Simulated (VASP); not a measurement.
# MoS2 (P-6m2) in VASP: notebook, part 3 of 3

VASP 6.6.1.

## Step 6: Single point, PBE+D3(BJ) (c/a of the conventional cell at fixed volume 2.1098)

Input file INCAR:

```
SYSTEM = MoS2
  PREC = Accurate
  ENCUT = 500
  EDIFF = 1E-6
  ISMEAR = 0
  SIGMA = 0.05
  LREAL = .False.
  LASPH = .True.
  NELM = 120
  ALGO = Normal
  ISIF = 2
  LWAVE = .False.
  LCHARG = .False.
  GGA = PE
  IVDW = 12
  NBANDS = 20
  GGA_COMPAT = .False.
```

Input file KPOINTS:

```
Automatic mesh
0
Gamma
  12 12 4
  0 0 0
```

Input file POSCAR:

```
MoS2
1.0
    3.1494351579      0.0000000000      0.0000000000
   -1.5747175790      2.7274908543      0.0000000000
    0.0000000000      0.0000000000      6.6448340996
Mo S
1 2
Direct
    0.0000000000      0.0000000000      0.0000000000
    0.3333333333      0.6666666667      0.2483301274
    0.3333333333      0.6666666667      0.7516698726
```

Potentials or basis: VASP PAW PBE potentials, release 64 (Mo_sv, S).

On the command line:

```console
$ cat potpaw_PBE.64/Mo_sv/POTCAR potpaw_PBE.64/S/POTCAR > POTCAR
$ mpirun -np 1 vasp_std > vasp.out
```

OUTCAR:

```text
SYSTEM = MoS2
   PREC = Accurate
   ENCUT = 500
   EDIFF = 1E-6
   ISMEAR = 0
   LREAL = .False.
   LASPH = .True.
   NELM = 120
   ISIF = 2
   GGA = PE
   IVDW = 12
 IVDW          = 12

 ion  position               nearest neighbor table
   1  0.000  0.000  0.000-   2 2.46   3 2.46   2 2.46   3 2.46   2 2.46   3 2.46
   2  0.333  0.667  0.248-   1 2.46   1 2.46   1 2.46
   3  0.333  0.667  0.752-   1 2.46   1 2.46   1 2.46

  LATTYP: Found a hexagonal cell.
 ALAT       =     3.1494351579
 C/A-ratio  =     2.1098494703

  Lattice vectors:

 A1 = (   3.1494351579,   0.0000000000,   0.0000000000)
 A2 = (  -1.5747175790,   2.7274908543,   0.0000000000)
 A3 = (   0.0000000000,   0.0000000000,   6.6448340996)

Analysis of symmetry for initial positions (statically):
=====================================================================
 Subroutine PRICEL returns:
 Original cell was already a primitive cell.

 Routine SETGRP: Setting up the symmetry group for a
 hexagonal supercell.

 Subroutine GETGRP returns: Found 12 space group operations
 (whereof 12 operations were pure point group operations)
 out of a pool of 24 trial point group operations.

The static configuration has the point symmetry D_3h.

Analysis of symmetry for dynamics (positions and initial velocities):
=====================================================================
 Subroutine PRICEL returns:
 Original cell was already a primitive cell.

 Routine SETGRP: Setting up the symmetry group for a
 hexagonal supercell.

 Subroutine GETGRP returns: Found 12 space group operations
 (whereof 12 operations were pure point group operations)
 out of a pool of 24 trial point group operations.

The dynamic configuration has the point symmetry D_3h.

 Subroutine INISYM returns: Found 12 space group operations
 (whereof 12 operations are pure point group operations),
 and found     1 'primitive' translations
[... 113 lines left out ...]
   EFERMI_NEDOS =   21; number of points for ismear=-14 and -15
   IALGO  =     38    algorithm
   IMIX   =      4    mixing-type and parameters
     AMIX     =   0.40;   BMIX     =  1.00
     AMIX_MAG =   1.60;   BMIX_MAG =  1.00
  volume/ion in A,a.u.               =      19.03       128.40
  Fermi-wavevector in a.u.,A,eV,Ry     =   1.259619  2.380335 21.587552  1.586640
  Thomas-Fermi vector in A             =   2.393170
   LORBIT       =      0    0 simple, 1 ext, 2 COOP (PROOUT), +10 PAW based schemes
   GGA     = PE    functional components
   LHFCALC =     F    Hartree Fock is set to
   AEXX    =    0.0000 exact exchange contribution
   IVDW    =    12    specifies the selected vdW correction
   LEPSILON=     F    determine dielectric tensor
   LRPA    =     F    only Hartree local field effects (RPA)
 non-spin polarized calculation
 Gauss-broadening in eV      SIGMA  =   0.05
  energy-cutoff  :      500.00
  volume of cell :       57.08
 maximum number of plane-waves:      1464
 NGX is ok and might be reduce to    24

 number of electron      25.9999997 magnetization

 Free energy of the ion-electron system (eV)
  ---------------------------------------------------
  ext. energy  EPLUGINS =         0.00000000
  ---------------------------------------------------
  free energy    TOTEN  =       -21.66912111 eV

  energy without entropy =      -21.66912111  energy(sigma->0) =      -21.66912111

 E-fermi :   6.5208     XC(G=0): -10.4140

 val. band max:        6.2877286902   @ k =   0.0000   0.0000   0.5000
 cond. band min:       7.4180020390   @ k =   0.1667   0.1667   0.0000
 fundamental gap:      1.1302733488
 Fermi energy:         6.5207609428

 k-point     1 :       0.0000    0.0000    0.0000
  band No.  band energies     occupation
      1     -54.7860      2.00000
      2     -28.9272      2.00000
      3     -28.6660      2.00000
      4     -28.6660      2.00000
      5      -7.9557      2.00000
      6      -6.6837      2.00000
[... 541 lines left out ...]
     19      13.9885      0.00000
     20      14.7188      0.00000

 [... further k-points ...]

------------------------ aborting loop because EDIFF is reached ----------------------------------------

 Edisp (eV)   -1.19098

 E8    (eV) :    -0.4806

  FORCE on cell =-STRESS in cart. coord.  units (eV):
  Direction    XX          YY          ZZ          XY          YZ          ZX
  --------------------------------------------------------------------------------------
  -------------------------------------------------------------------------------------
  Total      -1.49380    -1.49380    -4.41206     0.00000    -0.00000     0.00000
  in kB     -41.92989   -41.92989  -123.84302     0.00000    -0.00000     0.00000
  external pressure =      -69.23 kB  Pullay stress =        0.00 kB

 VOLUME and BASIS-vectors are now :
 -----------------------------------------------------------------------------
  energy-cutoff  :      500.00
  volume of cell :       57.08
      direct lattice vectors                 reciprocal lattice vectors
     3.149435158  0.000000000  0.000000000     0.317517253  0.183318672  0.000000000
    -1.574717579  2.727490854  0.000000000     0.000000000  0.366637343  0.000000000
     0.000000000  0.000000000  6.644834100     0.000000000  0.000000000  0.150492847

 POSITION                                       TOTAL-FORCE (eV/Angst)
 -----------------------------------------------------------------------------------
      0.00000      0.00000      0.00000         0.000000     -0.000000      0.000000
     -0.00000      1.81833      1.65011        -0.000000      0.000000     -1.496852
     -0.00000      1.81833      4.99472         0.000000     -0.000000      1.496852
 -----------------------------------------------------------------------------------
    total drift:                                0.000000     -0.000000     -0.000000

  FREE ENERGIE OF THE ION-ELECTRON SYSTEM (eV)
  ---------------------------------------------------
  free  energy   TOTEN  =       -22.8601045777 eV

  energy  without entropy=      -22.8601045777  energy(sigma->0) =      -22.86010458
```

OSZICAR:

```text
N       E                     dE             d eps       ncg     rms          rms(c)
DAV:   1     0.179417361864E+03    0.17942E+03   -0.13155E+04  2296   0.118E+03
DAV:   2    -0.159218063403E+02   -0.19534E+03   -0.18979E+03  2864   0.307E+02
DAV:   3    -0.231182125577E+02   -0.71964E+01   -0.71256E+01  2808   0.552E+01
DAV:   4    -0.232052182127E+02   -0.87006E-01   -0.86962E-01  2868   0.648E+00
DAV:   5    -0.232065248302E+02   -0.13066E-02   -0.13066E-02  2844   0.758E-01    0.217E+01
DAV:   6    -0.222351353831E+02    0.97139E+00   -0.12660E+01  2500   0.204E+01    0.878E+00
DAV:   7    -0.218015062029E+02    0.43363E+00   -0.55271E+00  2356   0.127E+01    0.541E+00
DAV:   8    -0.216691904434E+02    0.13232E+00   -0.67395E-01  2556   0.484E+00    0.179E+00
DAV:   9    -0.216706815889E+02   -0.14911E-02   -0.33157E-02  2676   0.109E+00    0.680E-01
DAV:  10    -0.216690350470E+02    0.16465E-02   -0.13847E-02  2616   0.776E-01    0.164E-01
DAV:  11    -0.216690869170E+02   -0.51870E-04   -0.56370E-04  2684   0.164E-01    0.532E-02
DAV:  12    -0.216690794187E+02    0.74983E-05   -0.13918E-04  2656   0.747E-02    0.435E-02
DAV:  13    -0.216691206396E+02   -0.41221E-04   -0.77425E-05  2472   0.507E-02    0.133E-02
DAV:  14    -0.216691211118E+02   -0.47220E-06   -0.57399E-06  2980   0.146E-02
   1 F= -.22860105E+02 E0= -.22860105E+02  d E =-.180466E-13
```

Wall time 41 s (1 thread of Intel Xeon 6975P-C, shared host); peak memory 0.21 GiB.

What came out:

```yaml
Free_energy: -22.8601 eV
Pressure: -6.9 GPa
Largest_force: 1.497 eV/Å
Band_gap_on_the_k_mesh: 1.13 eV, indirect (least direct gap 1.87 eV)
Dispersion_energy_per_atom: -0.397 eV
```

Forces on the atoms (eV/Å):
```
Mo   0.000  0.000  0.000
S    0.000  0.000 -1.497
S    0.000  0.000  1.497
```

Stress tensor (GPa, compression positive):
```
 -4.19   0.00   0.00
  0.00  -4.19   0.00
  0.00   0.00 -12.38
```

Caveat: forces of over 1 eV/Å act on the atoms, so gaps and moduli don't describe the material at rest. A k mesh can miss the band edges.

## Step 7: Overview

| cell | gap on the mesh (eV) | pressure (GPa) | largest force (eV/Å) |
| --- | --- | --- | --- |
| a = 3.070, b = 3.070, c = 6.995 Å, angles 90.0, 90.0, 120.0°, 3 atoms | 1.35 | 17.7 | 2.83 |
| a = 3.238, b = 3.238, c = 6.286 Å, angles 90.0, 90.0, 120.0°, 3 atoms | 0.21 | 0.9 | 0.99 |
| a = 3.178, b = 3.178, c = 6.526 Å, angles 90.0, 90.0, 120.0°, 3 atoms | 0.99 | 0.2 | 0.31 |
| a = 3.149, b = 3.149, c = 6.645 Å, angles 90.0, 90.0, 120.0°, 3 atoms | 1.13 | -6.9 | 1.50 |

Some of these runs hold the atoms at other places in the same cell, which the table doesn't show; runs alike in all that it shows share one row.

Alike in all rows: task single point; level PBE+D3(BJ); potentials or basis VASP PAW PBE potentials, release 64 (Mo_sv, S); no spin polarisation; k mesh 12 × 12 × 4; cutoff (eV) 500; smearing gaussian 0.05 eV.

Caveats: forces of over 1 eV/Å act on the atoms, so gaps and moduli don't describe the material at rest (some runs).

Absolute energies hang on the potentials; compare differences alone.
